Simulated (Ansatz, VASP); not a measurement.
Rb: VASP beside Ansatz

```
Rb
1.0
    -2.80250    2.80250    2.80250
     2.80250   -2.80250    2.80250
     2.80250    2.80250   -2.80250
Rb
1
Direct
  0.00000 0.00000 0.00000
```

Alike in both runs: task relaxation of cell and atoms; functional r2SCAN; dispersion rVV10; k mesh 10 × 10 × 10; occupations gaussian, width 0.1 eV; no spin polarisation.

|  | VASP | Ansatz |
| --- | --- | --- |
| version | VASP 6.6.1 | Ansatz 0.2.0 |
| potentials or method | VASP PAW PBE potentials, release 64 (Rb_sv), cutoff 600 eV | scalar-relativistic, plane waves, PAW |
| valence electrons in the cell | 9 | 9 |

```tsv
	VASP	Ansatz	Ansatz less VASP
gap on the k mesh at the Fermi level, each at its own relaxed structure (eV)	none	none	-
relaxed volume (Å³/atom)	92.13	91.58	-0.550
relaxed length of the cell vector where the two differ most in proportion (Å)	4.928	4.918	-0.0098
```

VASP's potentials were made for PBE, not for r2SCAN. A gap of «none» marks a metal or a gap that the smearing closes.
